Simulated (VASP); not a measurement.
# Sn (I4_1/amd) in VASP: a series of runs, part 2 of 2

VASP 6.6.1. The steps go on from the part before.

### 3 Single point, PBE

This run uses another cell than the first one, of 26.63 Å³/atom.

File INCAR:

```
ALGO = Normal
EDIFF = 1E-6
ENCUT = 520
GGA = PE
ISIF = 2
ISMEAR = 1
LASPH = True
LCHARG = False
LREAL = False
LWAVE = False
NBANDS = 21
NELM = 60
PREC = Accurate
SIGMA = 0.1
```

File KPOINTS:

```
k-points
0
Gamma
  10 10 10
```

File POSCAR:

```
Sn
1.0
   -2.9000484834      2.9000484834      1.5831030334
    2.9000484834     -2.9000484834      1.5831030334
    2.9000484834      2.9000484834     -1.5831030334
Sn
2
Direct
    0.0000000000      0.0000000000      0.0000000000
    0.7500000000      0.2500000000      0.5000000000
```

Potentials or basis: VASP PAW PBE potentials, release 64 (Sn_d).

Launch:

```
> cat potpaw_PBE.64/Sn_d/POTCAR > POTCAR
> mpirun -np 1 vasp_std > vasp.out
```

OUTCAR:

```text
EDIFF = 1E-6
   ENCUT = 520
   GGA = PE
   ISIF = 2
   ISMEAR = 1
   LASPH = True
   LREAL = False
   NELM = 60
   PREC = Accurate

 ion  position               nearest neighbor table
   1  0.000  0.000  0.000-   2 3.01   2 3.01   2 3.01   2 3.01   2 3.75   2 3.75   2 3.75   2 3.75

   2  0.750  0.250  0.500-   1 3.01   1 3.01   1 3.01   1 3.01   1 3.75   1 3.75   1 3.75   1 3.75

  LATTYP: Found a body centered tetragonal cell.
 ALAT       =     5.8000969668
 C/A-ratio  =     0.5458884713

  Lattice vectors:

 A1 = (  -2.9000484834,   2.9000484834,   1.5831030334)
 A2 = (   2.9000484834,  -2.9000484834,   1.5831030334)
 A3 = (   2.9000484834,   2.9000484834,  -1.5831030334)

Analysis of symmetry for initial positions (statically):
=====================================================================
 Subroutine PRICEL returns:
 Original cell was already a primitive cell.

 Routine SETGRP: Setting up the symmetry group for a
 body centered tetragonal supercell.

 Subroutine GETGRP returns: Found 16 space group operations
 (whereof  8 operations were pure point group operations)
 out of a pool of 16 trial point group operations.

The static configuration has the point symmetry D_2d.
 The point group associated with its full space group is D_4h.

Analysis of symmetry for dynamics (positions and initial velocities):
=====================================================================
 Subroutine PRICEL returns:
 Original cell was already a primitive cell.

 Routine SETGRP: Setting up the symmetry group for a
 body centered tetragonal supercell.

 Subroutine GETGRP returns: Found 16 space group operations
 (whereof  8 operations were pure point group operations)
 out of a pool of 16 trial point group operations.

[... 114 lines left out ...]
   EMIN   =  10.00;   EMAX   =-10.00  energy-range for DOS
   EFERMI =   0.00;   METHOD = LEGACY
   ISMEAR =     1;   SIGMA  =   0.10  broadening in eV -4-tet -1-fermi 0-gaus
   EFERMI_NEDOS =   21; number of points for ismear=-14 and -15
   IALGO  =     38    algorithm
   IMIX   =      4    mixing-type and parameters
     AMIX     =   0.40;   BMIX     =  1.00
     AMIX_MAG =   1.60;   BMIX_MAG =  1.00
  volume/ion in A,a.u.               =      26.63       179.70
  Fermi-wavevector in a.u.,A,eV,Ry     =   1.321299  2.496892 23.753456  1.745830
  Thomas-Fermi vector in A             =   2.451062
   LORBIT       =      0    0 simple, 1 ext, 2 COOP (PROOUT), +10 PAW based schemes
   GGA     = PE    functional components
   LHFCALC =     F    Hartree Fock is set to
   AEXX    =    0.0000 exact exchange contribution
   IVDW    =     0    specifies the selected vdW correction
   LEPSILON=     F    determine dielectric tensor
   LRPA    =     F    only Hartree local field effects (RPA)
 non-spin polarized calculation
 Methfessel and Paxton  Order N= 1 SIGMA  =   0.10
  energy-cutoff  :      520.00
  volume of cell :       53.26
 maximum number of plane-waves:      1448
 NGX is ok and might be reduce to    36
   NGX = 17   NGY = 17   NGZ = 17

 number of electron      28.0000011 magnetization

 Free energy of the ion-electron system (eV)
  ---------------------------------------------------
  ext. energy  EPLUGINS =         0.00000000
  ---------------------------------------------------
  free energy    TOTEN  =        -7.57174470 eV

  energy without entropy =       -7.57122993  energy(sigma->0) =       -7.57157311

 E-fermi :   8.2416     XC(G=0): -10.3938

 val. band max:        8.2283401672   @ k =   0.2000  -0.0000   0.0000
 cond. band min:       8.2459356737   @ k =   0.2000   0.1000   0.0000
 fundamental gap:      0.0175955065
 Fermi energy:         8.2415916716

 k-point     1 :       0.0000    0.0000    0.0000
  band No.  band energies     occupation
      1     -13.4747      2.00000
      2     -13.3809      2.00000
      3     -13.3425      2.00000
      4     -13.3239      2.00000
      5     -13.1685      2.00000
      6     -13.1685      2.00000
[... 565 lines left out ...]
     20      17.4711      0.00000
     21      18.2377      0.00000

 [... further k-points ...]

------------------------ aborting loop because EDIFF is reached ----------------------------------------

  FORCE on cell =-STRESS in cart. coord.  units (eV):
  Direction    XX          YY          ZZ          XY          YZ          ZX
  --------------------------------------------------------------------------------------
  -------------------------------------------------------------------------------------
  Total        1.2753487      1.2753487      0.9699045      0.0000000      0.0000000      0.0000000
  in kB       38.3671749     38.3671749     29.1782908      0.0000000      0.0000000      0.0000000
  external PRESSURE =      35.3042136 kB  Pullay stress =       0.0000000 kB

 VOLUME and BASIS-vectors are now :
 -----------------------------------------------------------------------------
  energy-cutoff  :      520.00
  volume of cell :       53.26
      direct lattice vectors                 reciprocal lattice vectors
    -2.900048483  2.900048483  1.583103033     0.000000000  0.172410911  0.315835413
     2.900048483 -2.900048483  1.583103033     0.172410911  0.000000000  0.315835413
     2.900048483  2.900048483 -1.583103033     0.172410911  0.172410911  0.000000000

 POSITION                                       TOTAL-FORCE (eV/Angst)
 -----------------------------------------------------------------------------------
      0.00000      0.00000      0.00000         0.000000     -0.000000     -0.000000
     -0.00000      2.90005      0.79155        -0.000000      0.000000      0.000000
 -----------------------------------------------------------------------------------
    total drift:                               -0.000000      0.000000     -0.000000

  FREE ENERGIE OF THE ION-ELECTRON SYSTEM (eV)
  ---------------------------------------------------
  free  energy   TOTEN  =        -7.5717447004 eV

  energy  without entropy=       -7.5712299340  energy(sigma->0) =       -7.57157311
```

Wall time 3.1 min (1 thread of Intel Xeon 8259CL, shared host); peak memory 0.25 GiB.

Results:

* Free energy: -7.5717 eV
* Pressure: 3.5 GPa
* Band gap on the k mesh: zero (bands 14 and 15 overlap by 3.98 eV)

Levels at points of the mesh, in eV from the Fermi level:
```csv
k point,band 10,band 11,band 12,band 13,band 14,band 15,band 16,band 17,band 18,band 19
"(0.00, 0.00, 0.00)",-21.19,-11.30,-3.58,-2.05,-2.05,2.92,6.31,6.31,6.92,7.02
"(0.50, 0.00, 0.00)",-21.26,-7.00,-5.50,-2.32,-1.77,-1.22,2.20,2.87,4.76,7.23
"(0.50, 0.50, 0.00)",-21.32,-9.02,-9.02,0.57,0.57,1.61,1.61,6.04,6.04,9.58
"(0.50, 0.50, 0.50)",-21.39,-7.62,-7.62,-4.95,-4.95,5.04,5.04,9.58,9.58,12.64
```

Caveat: the cell stands under pressure; spin-orbit coupling is left out, which moves the levels of the heavy elements.

### 4 Single point, PBE

This run uses another cell than the first one, of 27.44 Å³/atom.

File INCAR:

```
PREC = Accurate
ENCUT = 520
EDIFF = 1E-6
ISMEAR = 1
SIGMA = 0.1
LREAL = F
LASPH = T
NELM = 80
ALGO = Normal
ISIF = 2
LWAVE = F
LCHARG = F
GGA = PE
NBANDS = 21
```

File KPOINTS:

```
regular mesh
0
Gamma
  10 10 10
```

File POSCAR:

```
Sn
1.0
   -2.9293438852      2.9293438852      1.5990950555
    2.9293438852     -2.9293438852      1.5990950555
    2.9293438852      2.9293438852     -1.5990950555
Sn
2
Direct
    0.0000000000      0.0000000000      0.0000000000
    0.7500000000      0.2500000000      0.5000000000
```

Launch:

```
> cat potpaw_PBE.64/Sn_d/POTCAR > POTCAR
> mpirun -np 1 vasp_std > vasp.out
```

Run time: 2.6 min. Hardware: 1 thread of Intel Xeon 8259CL, shared host; peak memory 0.25 GiB.

It converged, with:

| Quantity | Value |
| --- | --- |
| Free energy | -7.5991 eV |
| Pressure | 1.8 GPa |
| Band gap on the k mesh | zero (bands 14 and 15 overlap by 3.84 eV) |

Stress tensor (GPa, compression positive):
```
2.05 0.00 0.00
0.00 2.05 0.00
0.00 0.00 1.16
```

Levels at points of the mesh, in eV from the Fermi level:
| k point | band 11 | band 12 | band 13 | band 14 | band 15 | band 16 | band 17 | band 18 |
| --- | --- | --- | --- | --- | --- | --- | --- | --- |
| (0.00, 0.00, 0.00) | -11.07 | -3.67 | -1.96 | -1.96 | 2.98 | 6.17 | 6.17 | 6.72 |
| (0.50, 0.00, 0.00) | -6.93 | -5.39 | -2.34 | -1.69 | -1.15 | 2.23 | 2.81 | 4.62 |
| (0.50, 0.50, 0.00) | -8.85 | -8.85 | 0.58 | 0.58 | 1.56 | 1.56 | 5.92 | 5.92 |
| (0.50, 0.50, 0.50) | -7.53 | -7.53 | -4.76 | -4.76 | 4.94 | 4.94 | 9.29 | 9.29 |

Caveat: spin-orbit coupling is left out, which moves the levels of the heavy elements.

### 5 Single point, PBE

This run uses another cell than the first one, of 28.26 Å³/atom.

File INCAR:

```
PREC = Accurate ; ENCUT = 520
EDIFF = 1E-7 ; ISMEAR = 1
SIGMA = 0.1 ; LREAL = F
LASPH = T ; NELM = 80
ALGO = Normal ; ISIF = 2
LWAVE = F ; LCHARG = T
GGA = PE ; LELF = T
LVHAR = T ; NBANDS = 21
```

KPOINTS is that of step 4.

File POSCAR:

```
Sn
1.0
   -2.9580647744      2.9580647744      1.6147734578
    2.9580647744     -2.9580647744      1.6147734578
    2.9580647744      2.9580647744     -1.6147734578
Sn
2
Direct
    0.0000000000      0.0000000000      0.0000000000
    0.7500000000      0.2500000000      0.5000000000
```

Potentials or basis: VASP PAW PBE potentials, release 64 (Sn_d).

Launch:

```
> cat potpaw_PBE.64/Sn_d/POTCAR > POTCAR
> mpirun -np 1 vasp_std > vasp.out
```

OUTCAR:

```text
PREC = Accurate
   ENCUT = 520
   EDIFF = 1E-7
   ISMEAR = 1
   LREAL = F
   LASPH = T
   NELM = 80
   ISIF = 2
   GGA = PE

 ion  position               nearest neighbor table
   1  0.000  0.000  0.000-   2 3.07   2 3.07   2 3.07   2 3.07
   2  0.750  0.250  0.500-   1 3.07   1 3.07   1 3.07   1 3.07

  LATTYP: Found a body centered tetragonal cell.
 ALAT       =     5.9161295488
 C/A-ratio  =     0.5458884713

  Lattice vectors:

 A1 = (  -2.9580647744,   2.9580647744,   1.6147734578)
 A2 = (   2.9580647744,  -2.9580647744,   1.6147734578)
 A3 = (   2.9580647744,   2.9580647744,  -1.6147734578)

Analysis of symmetry for initial positions (statically):
=====================================================================
 Subroutine PRICEL returns:
 Original cell was already a primitive cell.

 Routine SETGRP: Setting up the symmetry group for a
 body centered tetragonal supercell.

 Subroutine GETGRP returns: Found 16 space group operations
 (whereof  8 operations were pure point group operations)
 out of a pool of 16 trial point group operations.

The static configuration has the point symmetry D_2d.
 The point group associated with its full space group is D_4h.

Analysis of symmetry for dynamics (positions and initial velocities):
=====================================================================
 Subroutine PRICEL returns:
 Original cell was already a primitive cell.

 Routine SETGRP: Setting up the symmetry group for a
 body centered tetragonal supercell.

 Subroutine GETGRP returns: Found 16 space group operations
 (whereof  8 operations were pure point group operations)
 out of a pool of 16 trial point group operations.

The dynamic configuration has the point symmetry D_2d.
 The point group associated with its full space group is D_4h.
[... 111 lines left out ...]
   NUPDOWN=      -1.0000    fix difference up-down
   EMIN   =  10.00;   EMAX   =-10.00  energy-range for DOS
   EFERMI =   0.00;   METHOD = LEGACY
   ISMEAR =     1;   SIGMA  =   0.10  broadening in eV -4-tet -1-fermi 0-gaus
   EFERMI_NEDOS =   21; number of points for ismear=-14 and -15
   IALGO  =     38    algorithm
   IMIX   =      4    mixing-type and parameters
     AMIX     =   0.40;   BMIX     =  1.00
     AMIX_MAG =   1.60;   BMIX_MAG =  1.00
  volume/ion in A,a.u.               =      28.26       190.70
  Fermi-wavevector in a.u.,A,eV,Ry     =   1.295384  2.447921 22.830844  1.678020
  Thomas-Fermi vector in A             =   2.426907
   LORBIT       =      0    0 simple, 1 ext, 2 COOP (PROOUT), +10 PAW based schemes
   GGA     = PE    functional components
   LHFCALC =     F    Hartree Fock is set to
   AEXX    =    0.0000 exact exchange contribution
   IVDW    =     0    specifies the selected vdW correction
   LEPSILON=     F    determine dielectric tensor
   LRPA    =     F    only Hartree local field effects (RPA)
 non-spin polarized calculation
 Methfessel and Paxton  Order N= 1 SIGMA  =   0.10
  energy-cutoff  :      520.00
  volume of cell :       56.52
 maximum number of plane-waves:      1539
 NGX is ok and might be reduce to    36
   NGX = 17   NGY = 17   NGZ = 17

 number of electron      27.9999989 magnetization

 Free energy of the ion-electron system (eV)
  ---------------------------------------------------
  ext. energy  EPLUGINS =         0.00000000
  ---------------------------------------------------
  free energy    TOTEN  =        -7.60962197 eV

  energy without entropy =       -7.60917869  energy(sigma->0) =       -7.60947421

 E-fermi :   7.5037     XC(G=0): -10.1147

 val. band max:        7.4644950623   @ k =  -0.2000  -0.2000   0.1000
 cond. band min:       7.5068335556   @ k =   0.2000   0.1000   0.0000
 fundamental gap:      0.0423384933
 Fermi energy:         7.5037110082

 k-point     1 :       0.0000    0.0000    0.0000
  band No.  band energies     occupation
      1     -14.1157      2.00000
      2     -14.0411      2.00000
      3     -14.0015      2.00000
      4     -13.9908      2.00000
      5     -13.8626      2.00000
      6     -13.8626      2.00000
[... 565 lines left out ...]
     20      16.4744      0.00000
     21      17.2304      0.00000

 [... further k-points ...]

------------------------ aborting loop because EDIFF is reached ----------------------------------------

  FORCE on cell =-STRESS in cart. coord.  units (eV):
  Direction    XX          YY          ZZ          XY          YZ          ZX
  --------------------------------------------------------------------------------------
  -------------------------------------------------------------------------------------
  Total        0.1855466      0.1855466     -0.1320405      0.0000000      0.0000000      0.0000000
  in kB        5.2598901      5.2598901     -3.7430945      0.0000000      0.0000000      0.0000000
  external PRESSURE =       2.2588952 kB  Pullay stress =       0.0000000 kB

 VOLUME and BASIS-vectors are now :
 -----------------------------------------------------------------------------
  energy-cutoff  :      520.00
  volume of cell :       56.52
      direct lattice vectors                 reciprocal lattice vectors
    -2.958064774  2.958064774  1.614773458     0.000000000  0.169029429  0.309640958
     2.958064774 -2.958064774  1.614773458     0.169029429  0.000000000  0.309640958
     2.958064774  2.958064774 -1.614773458     0.169029429  0.169029429  0.000000000

 POSITION                                       TOTAL-FORCE (eV/Angst)
 -----------------------------------------------------------------------------------
      0.00000      0.00000      0.00000         0.000000     -0.000000     -0.000000
      0.00000      2.95806      0.80739        -0.000000      0.000000      0.000000
 -----------------------------------------------------------------------------------
    total drift:                               -0.000000      0.000000     -0.000000

  FREE ENERGIE OF THE ION-ELECTRON SYSTEM (eV)
  ---------------------------------------------------
  free  energy   TOTEN  =        -7.6096219716 eV

  energy  without entropy=       -7.6091786916  energy(sigma->0) =       -7.60947421
```

stdout:

```text
POSCAR found type information on POSCAR Sn
 POSCAR found :  1 types and       2 ions
 scaLAPACK will be used
 LDA part: xc-table for (Slater+PW92), standard interpolation
 POSCAR, INCAR and KPOINTS ok, starting setup
 FFT: planning ... GRIDC
 FFT: planning ... GRID_SOFT
 FFT: planning ... GRID
 WAVECAR not read
 entering main loop
```

Wall time 3.2 min (1 thread of Intel Xeon 8259CL, shared host); peak memory 0.26 GiB.

Results:

```yaml
Free_energy: -7.6096 eV
Pressure: 0.2 GPa
Band_gap_on_the_k_mesh: zero (bands 14 and 15 overlap by 3.71 eV)
```

Stress tensor (GPa, compression positive):
```
 0.53  0.00  0.00
 0.00  0.53  0.00
 0.00  0.00 -0.37
```

Caveat: spin-orbit coupling is left out, which moves the levels of the heavy elements.

### 6 Single point, PBE

This run uses another cell than the first one, of 29.07 Å³/atom.

File INCAR:

```
  ALGO = Normal
  EDIFF = 1E-7
  ENCUT = 520
  GGA = PE
  ISIF = 2
  ISMEAR = 1
  LASPH = T
  LCHARG = F
  LREAL = F
  LWAVE = F
  NBANDS = 21
  NELM = 60
  PREC = Accurate
  SIGMA = 0.1
```

File KPOINTS:

```
k-points
0
Gamma
  10 10 10
```

File POSCAR:

```
Sn
1.0
   -2.9862385155      2.9862385155      1.6301531783
    2.9862385155     -2.9862385155      1.6301531783
    2.9862385155      2.9862385155     -1.6301531783
Sn
2
Direct
    0.0000000000      0.0000000000      0.0000000000
    0.7500000000      0.2500000000      0.5000000000
```

Potentials or basis: VASP PAW PBE potentials, release 64 (Sn_d).

Launch:

```
> cat potpaw_PBE.64/Sn_d/POTCAR > POTCAR
> mpirun -np 1 vasp_std > vasp.out
```

Run time: 2.9 min. Hardware: 1 thread of Intel Xeon 8259CL, shared host; peak memory 0.26 GiB.

Results (log left out):

```
Free energy            : -7.6058 eV
Pressure               : -1.1 GPa
Band gap on the k mesh : zero (bands 14 and 15 overlap by 3.58 eV)
```

Stress tensor (GPa, compression positive):
```
-0.79  0.00  0.00
 0.00 -0.79  0.00
 0.00  0.00 -1.66
```

Levels at points of the mesh, in eV from the Fermi level:
| k point | band 12 | band 13 | band 14 | band 15 | band 16 | band 17 |
| --- | --- | --- | --- | --- | --- | --- |
| (0.00, 0.00, 0.00) | -3.83 | -1.81 | -1.81 | 3.07 | 5.88 | 5.88 |
| (0.50, 0.00, 0.00) | -5.23 | -2.35 | -1.56 | -1.05 | 2.29 | 2.67 |
| (0.50, 0.50, 0.00) | -8.55 | 0.60 | 0.60 | 1.45 | 1.45 | 5.68 |
| (0.50, 0.50, 0.50) | -7.38 | -4.44 | -4.44 | 4.76 | 4.76 | 8.74 |

Caveat: spin-orbit coupling is left out, which moves the levels of the heavy elements.

### 7 Overview

```tsv
cell	gap on the mesh (eV)	pressure (GPa)
a = 4.351 Å, angles 97.5, 97.5, 137.8°, 2 atoms	none	5.7
a = 4.396 Å, angles 97.5, 97.5, 137.8°, 2 atoms	none	3.5
a = 4.441 Å, angles 97.5, 97.5, 137.8°, 2 atoms	none	1.8
a = 4.484 Å, angles 97.5, 97.5, 137.8°, 2 atoms	none	0.2
a = 4.527 Å, angles 97.5, 97.5, 137.8°, 2 atoms	none	-1.1
```

Alike in all rows: task single point; level PBE; potentials or basis VASP PAW PBE potentials, release 64 (Sn_d); no spin polarisation; k mesh 10 × 10 × 10; cutoff (eV) 520; smearing methfessel-paxton 0.1 eV.

Caveats: spin-orbit coupling is left out, which moves the levels of the heavy elements; the cell stands under pressure (at least some runs).

Total energies depend on the potentials used, so only differences within one code and one set of settings carry meaning.

The gap in the log of VASP goes by the Fermi energy; the results here count the filled bands.